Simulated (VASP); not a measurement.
# TiAl2 (Cmmm) in VASP: single point with PBEsol

Aim: the single point of TiAl2 with PBEsol.

Everything below comes from runs of VASP 6.6.1. Logs are shortened: lines on timing, memory, paths and dates and some standing lists are left out, and cuts for length are marked.

### Step 1. The cell of the first run

The structure is orthorhombic, space group Cmmm (No. 65). The conventional cell has a = 3.706 Å, b = 11.450 Å, c = 3.774 Å, α = 90.00°, β = 90.00°, γ = 90.00°. Ti (site symmetry m2m) has 10 Al at 2.58 to 2.72 Å and 2 Ti at 2.84 Å within 3.4 Å. Within 3.4 Å of Al (site symmetry mmm) lie 4 Ti at 2.58 Å and 8 Al at 2.64 to 2.73 Å. Al (site symmetry m2m) has 6 Al at 2.56 to 2.73 Å and 6 Ti at 2.65 to 2.72 Å within 3.4 Å. Al (site symmetry mmm) has 4 Ti at 2.60 Å and 8 Al at 2.64 to 2.71 Å within 3.4 Å.

### Step 2. Single point, PBEsol (strain -0.050 along x and y, -0.050 along z)

Input file INCAR:

```
  PREC = Accurate
  ENCUT = 520
  EDIFF = 1E-7
  ISMEAR = 0
  SIGMA = 0.15
  LREAL = F
  LASPH = T
  NELM = 80
  ALGO = Fast
  ISIF = 2
  LWAVE = F
  LCHARG = F
  GGA = PS
  NBANDS = 27
```

Input file KPOINTS:

```
Automatic mesh
0
Gamma
  14 14 12
```

Input file POSCAR:

```
TiAl2
1.0
    1.8528172424     -5.7249628382      0.0000000000
    1.8528172424      5.7249628382      0.0000000000
    0.0000000000      0.0000000000      3.7738037293
Ti Al
2 4
Direct
    0.6562199823      0.3437800177      0.0000000000
    0.3437800177      0.6562199823      0.0000000000
    0.0000000000      0.0000000000      0.0000000000
    0.8270962381      0.1729037619      0.5000000000
    0.1729037619      0.8270962381      0.5000000000
    0.5000000000      0.5000000000      0.5000000000
```

Potentials or basis: VASP PAW PBE potentials, release 64 (Ti_sv, Al).

Launch:

```bash
> cat potpaw_PBE.64/Ti_sv/POTCAR potpaw_PBE.64/Al/POTCAR > POTCAR
> mpirun -np 1 vasp_std > vasp.out
```

OUTCAR:

```text
PREC = Accurate
   ENCUT = 520
   EDIFF = 1E-7
   ISMEAR = 0
   LREAL = F
   LASPH = T
   NELM = 80
   ISIF = 2
   GGA = PS

 ion  position               nearest neighbor table
   1  0.656  0.344  0.000-   3 2.58   3 2.58   6 2.60   6 2.60   5 2.65   5 2.65   5 2.65   5 2.65
                             4 2.72   4 2.72   2 2.84   2 2.84
   2  0.344  0.656  0.000-   3 2.58   3 2.58   6 2.60   6 2.60   4 2.65   4 2.65   4 2.65   4 2.65
                             5 2.72   5 2.72   1 2.84   1 2.84
   3  0.000  0.000  0.000-   1 2.58   2 2.58   1 2.58   2 2.58   6 2.64   6 2.64   6 2.64   6 2.64
                             4 2.73   4 2.73   5 2.73   5 2.73
   4  0.827  0.173  0.500-   5 2.56   5 2.56   2 2.65   2 2.65   2 2.65   2 2.65   6 2.71   6 2.71
                             1 2.72   1 2.72   3 2.73   3 2.73
   5  0.173  0.827  0.500-   4 2.56   4 2.56   1 2.65   1 2.65   1 2.65   1 2.65   6 2.71   6 2.71
                             2 2.72   2 2.72   3 2.73   3 2.73
   6  0.500  0.500  0.500-   1 2.60   2 2.60   1 2.60   2 2.60   3 2.64   3 2.64   3 2.64   3 2.64
                             5 2.71   4 2.71   5 2.71   4 2.71

  LATTYP: Found a base centered orthorhombic cell.
 ALAT       =     3.7056344848
 B/A-ratio  =     3.0898691502
 C/A-ratio  =     1.0183961059

  Lattice vectors:

 A1 = (   1.8528172424,  -5.7249628382,   0.0000000000)
 A2 = (   1.8528172424,   5.7249628382,   0.0000000000)
 A3 = (   0.0000000000,   0.0000000000,   3.7738037293)

Analysis of symmetry for initial positions (statically):
=====================================================================
 Subroutine PRICEL returns:
 Original cell was already a primitive cell.

 Routine SETGRP: Setting up the symmetry group for a
 base centered orthorhombic supercell.

 Subroutine GETGRP returns: Found  8 space group operations
 (whereof  8 operations were pure point group operations)
 out of a pool of  8 trial point group operations.

The static configuration has the point symmetry D_2h.

Analysis of symmetry for dynamics (positions and initial velocities):
=====================================================================
 Subroutine PRICEL returns:
 Original cell was already a primitive cell.

 Routine SETGRP: Setting up the symmetry group for a
 base centered orthorhombic supercell.

 Subroutine GETGRP returns: Found  8 space group operations
 (whereof  8 operations were pure point group operations)
 out of a pool of  8 trial point group operations.

The dynamic configuration has the point symmetry D_2h.

 Subroutine INISYM returns: Found  8 space group operations
 (whereof  8 operations are pure point group operations),
 and found     1 'primitive' translations

----------------------------------------------------------------------------------------

                                     Primitive cell

  volume of cell :      80.0598

  direct lattice vectors                    reciprocal lattice vectors
     1.852817242 -5.724962838  0.000000000     0.269859319 -0.087336811  0.000000000
     1.852817242  5.724962838  0.000000000     0.269859319  0.087336811  0.000000000
     0.000000000  0.000000000  3.773803729     0.000000000  0.000000000  0.264984634

  length of vectors
     6.017319273  6.017319273  3.773803729     0.283640214  0.283640214  0.264984634

  position of ions in fractional coordinates (direct lattice)
     0.656219982  0.343780018  0.000000000
     0.343780018  0.656219982  0.000000000
     0.000000000  0.000000000  0.000000000
     0.827096238  0.172903762  0.500000000
     0.172903762  0.827096238  0.500000000
     0.500000000  0.500000000  0.500000000

  ion indices of the primitive-cell ions
   primitive index   ion index
                 1           1
                 2           2
                 3           3
                 4           4
                 5           5
                 6           6

----------------------------------------------------------------------------------------

 KPOINTS: Automatic mesh

Automatic generation of k-mesh.
 Grid dimensions read from file:
 generate k-points for:   14   14   12

 Generating k-lattice:

  Cartesian coordinates                     Fractional coordinates (reciprocal lattice)
     0.019275666 -0.006238344  0.000000000     0.071428571  0.000000000  0.000000000
     0.019275666  0.006238344  0.000000000     0.000000000  0.071428571  0.000000000
     0.000000000  0.000000000  0.022082053     0.000000000  0.000000000  0.083333333

  Length of vectors
     0.020260015  0.020260015  0.022082053

  Shift w.r.t. Gamma in fractional coordinates (k-lattice)
     0.000000000  0.000000000  0.000000000

 Subroutine IBZKPT returns following result:
 ===========================================

 Found    399 irreducible k-points:

 Following reciprocal coordinates:
            Coordinates               Weight
  0.000000  0.000000  0.000000      1.000000
  0.071429 -0.000000  0.000000      4.000000
  0.142857 -0.000000  0.000000      4.000000
  0.214286 -0.000000  0.000000      4.000000
  0.285714 -0.000000  0.000000      4.000000
  0.357143 -0.000000  0.000000      4.000000
[... 16 lines left out ...]
  0.214286  0.142857  0.000000      4.000000
  0.285714  0.142857  0.000000      4.000000
 [... further k-points ...]
   k-points           NKPTS =    399   k-points in BZ     NKDIM =    399   number of bands    NBANDS=     27
   number of dos      NEDOS =    301   number of ions     NIONS =      6
   total plane-waves  NPLWV =  64512
   dimension x,y,z NGX =    48 NGY =   48 NGZ =   28
   dimension x,y,z NGXF=    96 NGYF=   96 NGZF=   56
   ions per type =               2   4
   NGX,Y,Z   is equivalent  to a cutoff of  13.26, 13.26, 12.33 a.u.
   NGXF,Y,Z  is equivalent  to a cutoff of  26.52, 26.52, 24.67 a.u.
 SYSTEM =  unknown system
   PREC   = accura    normal or accurate (medium, high low for compatibility)
   ISTART =      0    job   : 0-new  1-cont  2-samecut
   ICHARG =      2    charge: 1-file 2-atom 10-const
   ISPIN  =      1    spin polarized calculation?
   LNONCOLLINEAR =      F non collinear calculations
   LSORBIT =      F    spin-orbit coupling
   LASPH  =      T    aspherical Exc in radial PAW
   ENCUT  =  520.0 eV  38.22 Ry    6.18 a.u.  11.19 11.19  7.02*2*pi/ulx,y,z
   NELM   =     80;   NELMIN=  2; NELMDL= -5     # of ELM steps
   EDIFF  = 0.1E-06   stopping-criterion for ELM
   LREAL  =      F    real-space projection
   EDIFFG = 0.1E-05   stopping-criterion for IOM
   NSW    =      0    number of steps for IOM
   IBRION =     -1    ionic relax: 0-MD 1-quasi-New 2-CG
   NFREE  =      0    steps in history (QN), initial steepest desc. (CG)
   ISIF   =      2    stress and relaxation
   ISYM   =      2    0-nonsym 1-usesym 2-fastsym
   POTIM  = 0.5000    time-step for ionic-motion
   TEBEG  =    0.0;   TEEND  =   0.0 temperature during run
   PSTRESS=    0.0 pullay stress
   NELECT =      36.0000    total number of electrons
   NUPDOWN=      -1.0000    fix difference up-down
   EMIN   =  10.00;   EMAX   =-10.00  energy-range for DOS
   EFERMI =   0.00;   METHOD = LEGACY
   ISMEAR =     0;   SIGMA  =   0.15  broadening in eV -4-tet -1-fermi 0-gaus
   EFERMI_NEDOS =   21; number of points for ismear=-14 and -15
   IALGO  =     68    algorithm
   IMIX   =      4    mixing-type and parameters
     AMIX     =   0.40;   BMIX     =  1.00
     AMIX_MAG =   1.60;   BMIX_MAG =  1.00
  volume/ion in A,a.u.               =      13.34        90.05
  Fermi-wavevector in a.u.,A,eV,Ry     =   1.254212  2.370116 21.402600  1.573047
  Thomas-Fermi vector in A             =   2.388027
   LORBIT       =      0    0 simple, 1 ext, 2 COOP (PROOUT), +10 PAW based schemes
   GGA     = PS    functional components
   LHFCALC =     F    Hartree Fock is set to
   AEXX    =    0.0000 exact exchange contribution
   IVDW    =     0    specifies the selected vdW correction
   LEPSILON=     F    determine dielectric tensor
   LRPA    =     F    only Hartree local field effects (RPA)
 non-spin polarized calculation
 RMM-DIIS sequential band-by-band and
 Gauss-broadening in eV      SIGMA  =   0.15
  energy-cutoff  :      520.00
  volume of cell :       80.06
 maximum number of plane-waves:      2175
 NGX is ok and might be reduce to    48
   NGX = 23   NGY = 23   NGZ = 15

 number of electron      36.0000007 magnetization

 Free energy of the ion-electron system (eV)
  ---------------------------------------------------
  ext. energy  EPLUGINS =         0.00000000
  ---------------------------------------------------
  free energy    TOTEN  =       -34.76448127 eV

  energy without entropy =      -34.73860636  energy(sigma->0) =      -34.75154381

 E-fermi :  10.3577     XC(G=0): -11.6936

 val. band max:       10.3571114309   @ k =   0.0714  -0.0000   0.5000
 cond. band min:      10.3604380870   @ k =  -0.1429   0.1429   0.2500
 fundamental gap:      0.0033266561
 Fermi energy:        10.3576534354

 k-point     1 :       0.0000    0.0000    0.0000
  band No.  band energies     occupation
      1     -45.6725      2.00000
      2     -45.6134      2.00000
      3     -22.1923      2.00000
      4     -22.1915      2.00000
      5     -22.1373      2.00000
      6     -22.1301      2.00000
[... 19 lines left out ...]
     26      15.0438      0.00000
     27      15.0694      0.00000

 k-point     2 :       0.0714   -0.0000    0.0000
  band No.  band energies     occupation
      1     -45.6717      2.00000
      2     -45.6141      2.00000
      3     -22.1924      2.00000
      4     -22.1906      2.00000
      5     -22.1411      2.00000
      6     -22.1307      2.00000
[... 19 lines left out ...]
     26      15.0923      0.00000
     27      15.2341      0.00000

 k-point     3 :       0.1429   -0.0000    0.0000
  band No.  band energies     occupation
      1     -45.6692      2.00000
      2     -45.6159      2.00000
      3     -22.1931      2.00000
      4     -22.1879      2.00000
      5     -22.1515      2.00000
      6     -22.1325      2.00000
[... 594 lines left out ...]
      1     -45.6545      2.00000
      2     -45.6278      2.00000
      3     -22.2085      2.00000
      4     -22.1907      2.00000
      5     -22.1723      2.00000
      6     -22.1441      2.00000
[... 19 lines left out ...]
     26      15.0023      0.00000
     27      15.4898      0.00000

 k-point    24 :       0.2857    0.1429    0.0000
  band No.  band energies     occupation
      1     -45.6480      2.00000
      2     -45.6336      2.00000
      3     -22.2131      2.00000
      4     -22.1979      2.00000
      5     -22.1655      2.00000
      6     -22.1500      2.00000
[... 19 lines left out ...]
     26      14.5468      0.00000
     27      15.0146      0.00000

 [... further k-points ...]
[... 5 lines left out ...]
  --------------------------------------------------------------------------------------
  -------------------------------------------------------------------------------------
  Total       12.2508436     12.3365855     11.7213613      0.0000000      0.0000000      0.0000000
  in kB      245.1670024    246.8828906    234.5708671      0.0000000      0.0000000      0.0000000
  external PRESSURE =     242.2069200 kB  Pullay stress =       0.0000000 kB

 VOLUME and BASIS-vectors are now :
 -----------------------------------------------------------------------------
  energy-cutoff  :      520.00
  volume of cell :       80.06
      direct lattice vectors                 reciprocal lattice vectors
     1.852817242 -5.724962838  0.000000000     0.269859319 -0.087336811  0.000000000
     1.852817242  5.724962838  0.000000000     0.269859319  0.087336811  0.000000000
     0.000000000  0.000000000  3.773803729     0.000000000  0.000000000  0.264984634

 POSITION                                       TOTAL-FORCE (eV/Angst)
 -----------------------------------------------------------------------------------
      1.85282     -1.78871      0.00000         0.000000     -0.171954      0.000000
      1.85282      1.78871      0.00000         0.000000      0.171954      0.000000
      0.00000      0.00000      0.00000         0.000000     -0.000000      0.000000
      1.85282     -3.74523      1.88690         0.000000     -0.242873      0.000000
      1.85282      3.74523      1.88690         0.000000      0.242873      0.000000
      1.85282      0.00000      1.88690        -0.000000     -0.000000      0.000000
 -----------------------------------------------------------------------------------
    total drift:                                0.000000     -0.000000      0.000000

  FREE ENERGIE OF THE ION-ELECTRON SYSTEM (eV)
  ---------------------------------------------------
  free  energy   TOTEN  =       -34.7644812667 eV

  energy  without entropy=      -34.7386063568  energy(sigma->0) =      -34.75154381
```

It took 43 min on 1 thread of Intel Xeon 6975P-C (Granite Rapids), shared host; peak memory 0.79 GiB.

What came out:

* Free energy: -34.7645 eV
* Pressure: 24.2 GPa
* Largest force: 0.243 eV/Å
* Band gap on the k mesh: zero (bands 18 and 19 overlap by 1.87 eV)

Forces in eV/Å, atoms in the order of the input:
```
Ti   0.000 -0.172  0.000
Ti   0.000  0.172  0.000
Al   0.000  0.000  0.000
Al   0.000 -0.243  0.000
Al   0.000  0.243  0.000
Al   0.000  0.000  0.000
```

Caveat: the cell differs from its parent crystal (strain -0.050 along x and y, -0.050 along z); the cell stands under pressure; the PAW data sets were made with another functional, which shifts forces and pressure a little.
